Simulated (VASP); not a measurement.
# SnC3 (P-4m2) in VASP: settings compared

SnC3 is run at these levels: PBE, r2SCAN; tasks: single point.

Program: VASP 6.6.1. These are calculated values, not measurements. Logs are shortened: lines on timing, memory, paths and dates and some standing lists are left out, and cuts for length are marked.

### 1 The cell of the first run

The structure is tetragonal, space group P-4m2 (No. 115). The conventional cell has a = 2.979 Å, b = 2.979 Å, c = 4.765 Å, α = 90.00°, β = 90.00°, γ = 90.00°. C (site symmetry 2mm) has 2 C at 1.72 Å and 2 Sn at 2.13 Å within 2.3 Å. Within 2.3 Å of C (site symmetry -4m2) lie 4 C at 1.72 Å. Within 2.8 Å of Sn (site symmetry -4m2) lie 4 C at 2.13 Å.

### 2 Single point, PBE (uniaxial z strain +2.6%)

File INCAR:

```
SYSTEM = SnC3
PREC     = Accurate       ! precision mode
ENCUT    = 520            ! plane-wave cutoff, eV
EDIFF    = 1E-7           ! SCF threshold, eV
ISMEAR   = -1             ! smearing method
SIGMA    = 0.02           ! smearing width, eV
LREAL    = .FALSE.        ! projectors in reciprocal space
LASPH    = .TRUE.         ! aspherical terms in the spheres
NELM     = 100            ! most SCF steps
ALGO     = Normal         ! electronic algorithm
ISIF     = 2              ! what is computed and relaxed
LWAVE    = .FALSE.        ! write WAVECAR
LCHARG   = .TRUE.         ! write CHGCAR
GGA      = PE             ! functional
LELF     = .TRUE.         ! ELF
LVHAR    = .TRUE.       
NBANDS   = 21             ! bands
```

File KPOINTS:

```
Automatic mesh
0
G
  8 8 6
  0 0 0
```

File POSCAR:

```
SnC3
1.0
    2.9788882431      0.0000000000      0.0000000000
    0.0000000000      2.9788882431      0.0000000000
    0.0000000000      0.0000000000      4.7647124606
C Sn
3 1
Direct
    0.5000000000      0.0000000000      0.8207560653
    0.5000000000      0.5000000000      0.0000000000
    0.0000000000      0.5000000000      0.1792439347
    0.0000000000      0.0000000000      0.5000000000
```

Potentials or basis: VASP PAW PBE potentials, release 64 (C, Sn_d).

Run with:

```bash
$ cat potpaw_PBE.64/C/POTCAR potpaw_PBE.64/Sn_d/POTCAR > POTCAR
$ mpirun -np 1 vasp_std > vasp.out
```

OUTCAR:

```text
SYSTEM = SnC3
   PREC = Accurate
   ENCUT = 520
   EDIFF = 1E-7
   ISMEAR = -1
   LREAL = .FALSE.
   LASPH = .TRUE.
   NELM = 100
   ISIF = 2
   GGA = PE

 ion  position               nearest neighbor table
   1  0.500  0.000  0.821-   2 1.72   2 1.72   4 2.13   4 2.13
   2  0.500  0.500  0.000-   1 1.72   3 1.72   1 1.72   3 1.72
   3  0.000  0.500  0.179-   2 1.72   2 1.72   4 2.13   4 2.13
   4  0.000  0.000  0.500-   1 2.13   3 2.13   3 2.13   1 2.13

  LATTYP: Found a simple tetragonal cell.
 ALAT       =     2.9788882431
 C/A-ratio  =     1.5994935264

  Lattice vectors:

 A1 = (   2.9788882431,   0.0000000000,   0.0000000000)
 A2 = (   0.0000000000,   2.9788882431,   0.0000000000)
 A3 = (   0.0000000000,   0.0000000000,   4.7647124606)

Analysis of symmetry for initial positions (statically):
=====================================================================
 Subroutine PRICEL returns:
 Original cell was already a primitive cell.

 Routine SETGRP: Setting up the symmetry group for a
 simple tetragonal supercell.

 Subroutine GETGRP returns: Found  8 space group operations
 (whereof  8 operations were pure point group operations)
 out of a pool of 16 trial point group operations.

The static configuration has the point symmetry D_2d.

Analysis of symmetry for dynamics (positions and initial velocities):
=====================================================================
 Subroutine PRICEL returns:
 Original cell was already a primitive cell.

 Routine SETGRP: Setting up the symmetry group for a
 simple tetragonal supercell.

 Subroutine GETGRP returns: Found  8 space group operations
 (whereof  8 operations were pure point group operations)
 out of a pool of 16 trial point group operations.

The dynamic configuration has the point symmetry D_2d.

 Subroutine INISYM returns: Found  8 space group operations
 (whereof  8 operations are pure point group operations),
 and found     1 'primitive' translations

----------------------------------------------------------------------------------------

                                     Primitive cell

  volume of cell :      42.2810

  direct lattice vectors                    reciprocal lattice vectors
     2.978888243  0.000000000  0.000000000     0.335695709  0.000000000  0.000000000
     0.000000000  2.978888243  0.000000000     0.000000000  0.335695709  0.000000000
     0.000000000  0.000000000  4.764712461     0.000000000  0.000000000  0.209876253

  length of vectors
     2.978888243  2.978888243  4.764712461     0.335695709  0.335695709  0.209876253

  position of ions in fractional coordinates (direct lattice)
     0.500000000  0.000000000  0.820756065
     0.500000000  0.500000000  0.000000000
     0.000000000  0.500000000  0.179243935
     0.000000000  0.000000000  0.500000000

  ion indices of the primitive-cell ions
   primitive index   ion index
                 1           1
                 2           2
                 3           3
                 4           4

----------------------------------------------------------------------------------------

 KPOINTS: Automatic mesh

Automatic generation of k-mesh.
 Grid dimensions read from file:
 generate k-points for:    8    8    6

 Generating k-lattice:

  Cartesian coordinates                     Fractional coordinates (reciprocal lattice)
     0.041961964  0.000000000  0.000000000     0.125000000  0.000000000  0.000000000
     0.000000000  0.041961964  0.000000000     0.000000000  0.125000000  0.000000000
     0.000000000  0.000000000  0.034979376     0.000000000  0.000000000  0.166666667

  Length of vectors
     0.041961964  0.041961964  0.034979376

  Shift w.r.t. Gamma in fractional coordinates (k-lattice)
     0.000000000  0.000000000  0.000000000

 Subroutine IBZKPT returns following result:
 ===========================================

 Found     60 irreducible k-points:

 Following reciprocal coordinates:
            Coordinates               Weight
  0.000000  0.000000  0.000000      1.000000
  0.125000  0.000000  0.000000      4.000000
[... 52 lines left out ...]
  band No.  band energies     occupation
      1     -12.5207      2.00000
      2     -12.3961      2.00000
      3     -12.3014      2.00000
      4     -12.0881      2.00000
      5     -11.9981      2.00000
      6      -5.4232      2.00000
[... 13 lines left out ...]
     20      19.4909      0.00000
     21      20.3096      0.00000

 k-point     6 :       0.1250    0.1250    0.0000
  band No.  band energies     occupation
      1     -12.6883      2.00000
      2     -12.2018      2.00000
      3     -12.1770      2.00000
      4     -12.1491      2.00000
      5     -12.1454      2.00000
      6      -7.4976      2.00000
[... 13 lines left out ...]
     20      19.6807      0.00000
     21      20.4702      0.00000

 k-point     7 :       0.2500    0.1250    0.0000
  band No.  band energies     occupation
      1     -12.5774      2.00000
      2     -12.2569      2.00000
      3     -12.2465      2.00000
      4     -12.1385      2.00000
      5     -12.1161      2.00000
      6      -6.8829      2.00000
[... 13 lines left out ...]
     20      19.2902      0.00000
     21      20.3238      0.00000
[... 291 lines left out ...]
      1     -12.5207      2.00000
      2     -12.4013      2.00000
      3     -12.3013      2.00000
      4     -12.0885      2.00000
      5     -11.9947      2.00000
      6      -5.3406      2.00000
[... 13 lines left out ...]
     20      19.5139      0.00000
     21      19.8918      0.00000

 k-point    21 :       0.1250    0.1250    0.1667
  band No.  band energies     occupation
      1     -12.6889      2.00000
      2     -12.2017      2.00000
      3     -12.1738      2.00000
      4     -12.1510      2.00000
      5     -12.1457      2.00000
      6      -7.3784      2.00000
[... 13 lines left out ...]
     20      19.4174      0.00000
     21      20.2836      0.00000

 k-point    22 :       0.2500    0.1250    0.1667
  band No.  band energies     occupation
      1     -12.5779      2.00000
      2     -12.2569      2.00000
      3     -12.2494      2.00000
      4     -12.1395      2.00000
      5     -12.1124      2.00000
      6      -6.7678      2.00000
[... 13 lines left out ...]
     20      19.0579      0.00000
     21      20.3604      0.00000

 k-point    23 :       0.3750    0.1250    0.1667
  band No.  band energies     occupation
      1     -12.4862      2.00000
      2     -12.3488      2.00000
      3     -12.3108      2.00000
      4     -12.1305      2.00000
      5     -12.0299      2.00000
      6      -5.8457      2.00000
[... 13 lines left out ...]
     20      18.9691      0.00000
     21      20.2286      0.00000

 k-point    24 :       0.5000    0.1250    0.1667
  band No.  band energies     occupation
      1     -12.4496      2.00000
      2     -12.3943      2.00000
      3     -12.3332      2.00000
      4     -12.1268      2.00000
      5     -11.9888      2.00000
      6      -5.1476      2.00000
[... 13 lines left out ...]
     20      18.7138      0.00000
     21      20.3276      0.00000

 [... further k-points ...]
[... 5 lines left out ...]
  --------------------------------------------------------------------------------------
  -------------------------------------------------------------------------------------
  Total       -0.1261841     -0.1261841     -2.3547345      0.0000000      0.0000000      0.0000000
  in kB       -4.7815638     -4.7815638    -89.2292843      0.0000000      0.0000000      0.0000000
  external PRESSURE =     -32.9308040 kB  Pullay stress =       0.0000000 kB

 VOLUME and BASIS-vectors are now :
 -----------------------------------------------------------------------------
  energy-cutoff  :      520.00
  volume of cell :       42.28
      direct lattice vectors                 reciprocal lattice vectors
     2.978888243  0.000000000  0.000000000     0.335695709  0.000000000  0.000000000
     0.000000000  2.978888243  0.000000000     0.000000000  0.335695709  0.000000000
     0.000000000  0.000000000  4.764712461     0.000000000  0.000000000  0.209876253

 POSITION                                       TOTAL-FORCE (eV/Angst)
 -----------------------------------------------------------------------------------
      1.48944      0.00000      3.91067         0.000000      0.000000      0.330165
      1.48944      1.48944      0.00000         0.000000     -0.000000      0.000000
      0.00000      1.48944      0.85405        -0.000000      0.000000     -0.330165
      0.00000      0.00000      2.38236         0.000000      0.000000      0.000000
 -----------------------------------------------------------------------------------
    total drift:                               -0.000000     -0.000000     -0.000000

  FREE ENERGIE OF THE ION-ELECTRON SYSTEM (eV)
  ---------------------------------------------------
  free  energy   TOTEN  =       -25.2935759812 eV

  energy  without entropy=      -25.2932123341  energy(sigma->0) =      -25.29339416
```

Wall time 86 s (1 thread of AMD EPYC, shared host); peak memory 0.15 GiB.

What came out:

```yaml
Free_energy: -25.2936 eV
Pressure: -3.3 GPa
Largest_force: 0.330 eV/Å
Band_gap_on_the_k_mesh: 0.01 eV, indirect (least direct gap 0.47 eV)
```

Forces on the atoms (eV/Å):
```
C    0.000  0.000  0.330
C    0.000  0.000  0.000
C    0.000  0.000 -0.330
Sn   0.000  0.000  0.000
```

Levels at points of the mesh, in eV from the valence-band top:
```
           k point  band 11  band 12  band 13  band 14  band 15  band 16
(0.00, 0.00, 0.00)    -1.79     0.00     0.00     0.70     0.75     2.66
(0.50, 0.00, 0.00)    -6.54    -5.03    -0.61     2.02     2.79     3.79
(0.50, 0.50, 0.00)    -5.57    -5.57    -3.64     0.46     0.46     1.87
(0.00, 0.00, 0.50)    -5.77    -1.07    -1.07     0.69     1.96     3.66
(0.50, 0.00, 0.50)    -3.63    -3.03    -0.46     0.01     1.84     2.78
(0.50, 0.50, 0.50)    -6.58    -6.54    -5.99     3.20     3.20     4.52
```

Caveat: the cell differs from its parent crystal (uniaxial z strain +2.6%); spin-orbit coupling is left out, which moves the levels of the heavy elements.

### 3 Single point, PBE (strain +1.5%)

File INCAR:

```
SYSTEM = SnC3
PREC = Accurate
ENCUT = 520
EDIFF = 1E-6
ISMEAR = -1
SIGMA = 0.02
LREAL = .FALSE.
LASPH = .TRUE.
NELM = 60
ALGO = Normal
ISIF = 2
LWAVE = .FALSE.
LCHARG = .FALSE.
GGA = PE
NBANDS = 21
```

File KPOINTS:

```
regular mesh
0
G
  8 8 6
  0 0 0
```

File POSCAR:

```
SnC3
1.0
    3.0223800114      0.0000000000      0.0000000000
    0.0000000000      3.0223800114      0.0000000000
    0.0000000000      0.0000000000      4.7113120188
C Sn
3 1
Direct
    0.5000000000      0.0000000000      0.8186397904
    0.5000000000      0.5000000000      0.0000000000
    0.0000000000      0.5000000000      0.1813602096
    0.0000000000      0.0000000000      0.5000000000
```

Potentials or basis: VASP PAW PBE potentials, release 64 (C, Sn_d).

Run with:

```bash
$ cat potpaw_PBE.64/C/POTCAR potpaw_PBE.64/Sn_d/POTCAR > POTCAR
$ mpirun -np 1 vasp_std > vasp.out
```

It took 81 s on 1 thread of AMD EPYC, shared host; peak memory 0.15 GiB.

Results (log left out):

```yaml
Free_energy: -25.2891 eV
Pressure: -5.6 GPa
Largest_force: 0.321 eV/Å
Band_gap_on_the_k_mesh: 0.18 eV, indirect (least direct gap 0.61 eV)
```

Forces in eV/Å, atoms in the order of the input:
```
C    0.000  0.000  0.321
C    0.000  0.000  0.000
C    0.000  0.000 -0.321
Sn   0.000  0.000  0.000
```

Stress tensor (GPa, compression positive):
```
-5.11  0.00  0.00
 0.00 -5.11  0.00
 0.00  0.00 -6.66
```

Levels at points of the mesh, in eV from the valence-band top:
| k point | band 10 | band 11 | band 12 | band 13 | band 14 | band 15 | band 16 | band 17 |
| --- | --- | --- | --- | --- | --- | --- | --- | --- |
| (0.00, 0.00, 0.00) | -5.91 | -1.54 | 0.00 | 0.00 | 0.61 | 0.74 | 2.69 | 4.64 |
| (0.50, 0.00, 0.00) | -6.60 | -6.20 | -4.91 | -0.67 | 1.79 | 3.14 | 4.02 | 5.91 |
| (0.50, 0.50, 0.00) | -6.42 | -5.33 | -5.33 | -3.49 | 0.71 | 0.71 | 2.05 | 2.23 |
| (0.00, 0.00, 0.50) | -5.61 | -5.54 | -1.11 | -1.11 | 0.60 | 1.79 | 3.96 | 4.80 |
| (0.50, 0.00, 0.50) | -4.91 | -3.32 | -2.76 | -0.51 | 0.18 | 2.19 | 2.83 | 5.68 |
| (0.50, 0.50, 0.50) | -6.56 | -6.39 | -6.39 | -5.84 | 3.60 | 3.60 | 4.85 | 5.62 |

Caveat: the cell differs from its parent crystal (strain +1.5%); spin-orbit coupling is left out, which moves the levels of the heavy elements. A k mesh can miss the band edges.

### 4 Single point, r2SCAN (uniaxial z strain +2.6%)

File POSCAR:

```
SnC3
1.0
    2.9788882431      0.0000000000      0.0000000000
    0.0000000000      2.9788882431      0.0000000000
    0.0000000000      0.0000000000      4.7647124606
C Sn
3 1
Direct
    0.5000000000      0.0000000000      0.8207560653
    0.5000000000      0.5000000000      0.0000000000
    0.0000000000      0.5000000000      0.1792439347
    0.0000000000      0.0000000000      0.5000000000
```

File INCAR.step1:

```
SYSTEM = SnC3
ALGO     = Normal         ! electronic algorithm
EDIFF    = 1E-4           ! SCF threshold, eV
ENCUT    = 520            ! plane-wave cutoff, eV
GGA      = PE             ! functional
ISMEAR   = -1             ! smearing method
LASPH    = .True.         ! aspherical terms in the spheres
LCHARG   = .False.        ! write CHGCAR
LREAL    = .False.        ! projectors in reciprocal space
LWAVE    = .True.         ! write WAVECAR
NBANDS   = 21             ! bands
NELM     = 60             ! most SCF steps
PREC     = Accurate       ! precision mode
SIGMA    = 0.02           ! smearing width, eV
```

File INCAR.step2:

```
SYSTEM = SnC3
ALGO     = Normal         ! electronic algorithm
EDIFF    = 1E-6           ! SCF threshold, eV
ENCUT    = 520            ! plane-wave cutoff, eV
ISIF     = 2              ! what is computed and relaxed
ISMEAR   = -1             ! smearing method
ISTART   = 1            
LASPH    = .True.         ! aspherical terms in the spheres
LCHARG   = .False.        ! write CHGCAR
LMIXTAU  = .True.       
LREAL    = .False.        ! projectors in reciprocal space
LWAVE    = .False.        ! write WAVECAR
METAGGA  = R2SCAN         ! meta-GGA
NBANDS   = 21             ! bands
NELM     = 60             ! most SCF steps
PREC     = Accurate       ! precision mode
SIGMA    = 0.02           ! smearing width, eV
```

File KPOINTS:

```
k-points
0
Gamma
  8 8 6
  0 0 0
```

Run with:

```bash
$ cat potpaw_PBE.64/C/POTCAR potpaw_PBE.64/Sn_d/POTCAR > POTCAR
$ cp INCAR.step1 INCAR
$ mpirun -np 1 vasp_std > vasp.out
$ cp INCAR.step2 INCAR
$ mpirun -np 1 vasp_std > vasp.out
```

It took 5.7 min on 1 thread of AMD EPYC, shared host; peak memory 0.16 GiB.

The run converged. Its results:

- Free energy: -48.2977 eV
- Pressure: -5.7 GPa
- Largest force: 0.010 eV/Å
- Band gap on the k mesh: 0.07 eV, indirect (least direct gap 0.59 eV)

Forces on the atoms (eV/Å):
```
C    0.000  0.000  0.010
C    0.000  0.000  0.000
C    0.000  0.000 -0.010
Sn   0.000  0.000  0.000
```

Stress tensor (GPa, compression positive):
```
 -2.34   0.00   0.00
  0.00  -2.34   0.00
  0.00   0.00 -12.40
```

Levels at points of the mesh, in eV from the valence-band top:
| k point | band 10 | band 11 | band 12 | band 13 | band 14 | band 15 | band 16 | band 17 |
| --- | --- | --- | --- | --- | --- | --- | --- | --- |
| (0.00, 0.00, 0.00) | -6.29 | -1.78 | 0.00 | 0.00 | 0.82 | 0.85 | 3.01 | 4.97 |
| (0.50, 0.00, 0.00) | -7.14 | -6.75 | -5.21 | -0.68 | 2.18 | 3.13 | 4.13 | 6.41 |
| (0.50, 0.50, 0.00) | -6.97 | -5.81 | -5.81 | -3.85 | 0.61 | 0.61 | 2.11 | 2.31 |
| (0.00, 0.00, 0.50) | -6.00 | -6.00 | -1.14 | -1.14 | 0.85 | 2.15 | 4.08 | 5.18 |
| (0.50, 0.00, 0.50) | -5.21 | -3.75 | -3.13 | -0.52 | 0.07 | 2.05 | 3.05 | 6.18 |
| (0.50, 0.50, 0.50) | -6.83 | -6.83 | -6.74 | -6.25 | 3.50 | 3.50 | 4.92 | 5.90 |

Caveat: the cell differs from its parent crystal (uniaxial z strain +2.6%); the PAW data sets were made with another functional, which shifts forces and pressure a little; spin-orbit coupling is left out, which moves the levels of the heavy elements. A k mesh can miss the band edges.

### 5 Single point, r2SCAN (strain +1.5%)

File POSCAR:

```
SnC3
1.0
    3.0223800114      0.0000000000      0.0000000000
    0.0000000000      3.0223800114      0.0000000000
    0.0000000000      0.0000000000      4.7113120188
C Sn
3 1
Direct
    0.5000000000      0.0000000000      0.8186397904
    0.5000000000      0.5000000000      0.0000000000
    0.0000000000      0.5000000000      0.1813602096
    0.0000000000      0.0000000000      0.5000000000
```

File INCAR.step1:

```
PREC = Accurate ; ENCUT = 520
ISMEAR = 0 ; SIGMA = 0.01
LREAL = F ; LASPH = T
NELM = 100 ; NBANDS = 21
GGA = PE ; ALGO = Normal
EDIFF = 1E-4 ; LWAVE = T
LCHARG = F
```

File INCAR.step2:

```
PREC = Accurate ; ENCUT = 520
EDIFF = 1E-6 ; ISMEAR = 0
SIGMA = 0.01 ; LREAL = F
LASPH = T ; NELM = 100
ALGO = Normal ; ISIF = 2
LWAVE = F ; LCHARG = F
METAGGA = R2SCAN ; LMIXTAU = T
NBANDS = 21 ; ISTART = 1
```

File KPOINTS:

```
Automatic mesh
0
Gamma
  8 8 6
```

Run with:

```bash
$ cat potpaw_PBE.64/C/POTCAR potpaw_PBE.64/Sn_d/POTCAR > POTCAR
$ cp INCAR.step1 INCAR
$ mpirun -np 1 vasp_std > vasp.out
$ cp INCAR.step2 INCAR
$ mpirun -np 1 vasp_std > vasp.out
```

Run time: 1.9 min. Hardware: 1 thread of Intel Xeon Platinum 8488C (Sapphire Rapids), shared host; peak memory 0.19 GiB.

Results (log left out):

```yaml
Free_energy: -48.2944 eV
Pressure: -8.0 GPa
Band_gap_on_the_k_mesh: 0.23 eV, indirect (least direct gap 0.75 eV)
```

Forces on the atoms (eV/Å):
```
C    0.000  0.000  0.003
C    0.000  0.000  0.000
C    0.000  0.000 -0.003
Sn   0.000  0.000  0.000
```

Stress tensor (GPa, compression positive):
```
-7.12  0.00  0.00
 0.00 -7.12  0.00
 0.00  0.00 -9.71
```

Levels at points of the mesh, in eV from the valence-band top:
```
           k point  band 11  band 12  band 13  band 14  band 15  band 16
(0.00, 0.00, 0.00)    -1.51     0.00     0.00     0.75     0.79     3.04
(0.50, 0.00, 0.00)    -6.40    -5.08    -0.74     1.95     3.49     4.38
(0.50, 0.50, 0.00)    -5.56    -5.56    -3.69     0.88     0.88     2.28
(0.00, 0.00, 0.50)    -5.77    -1.18    -1.18     0.75     1.97     4.40
(0.50, 0.00, 0.50)    -3.42    -2.85    -0.58     0.23     2.43     3.11
(0.50, 0.50, 0.50)    -6.63    -6.63    -6.09     3.92     3.92     5.26
```

Caveat: the cell differs from its parent crystal (strain +1.5%); the PAW data sets were made with another functional, which shifts forces and pressure a little; spin-orbit coupling is left out, which moves the levels of the heavy elements.

### 6 Summary

| level | cell | smearing | gap on the mesh (eV) | pressure (GPa) | largest force (eV/Å) |
| --- | --- | --- | --- | --- | --- |
| PBE | a = 2.979, b = 2.979, c = 4.765 Å, 4 atoms | fermi-dirac 0.02 eV | 0.01 | -3.3 | 0.33 |
| PBE | a = 3.022, b = 3.022, c = 4.711 Å, 4 atoms | fermi-dirac 0.02 eV | 0.18 | -5.6 | 0.32 |
| r2SCAN | a = 2.979, b = 2.979, c = 4.765 Å, 4 atoms | fermi-dirac 0.02 eV | 0.07 | -5.7 | 0.01 |
| r2SCAN | a = 3.022, b = 3.022, c = 4.711 Å, 4 atoms | gaussian 0.01 eV | 0.23 | -8.0 | - |

Alike in all rows: task single point; potentials or basis VASP PAW PBE potentials, release 64 (C, Sn_d); no spin polarisation; k mesh 8 × 8 × 6; cutoff (eV) 520.

Caveats: spin-orbit coupling is left out, which moves the levels of the heavy elements; the PAW data sets were made with another functional, which shifts forces and pressure a little (some runs).

Total energies depend on the potentials used, so only differences within one code and one set of settings carry meaning.
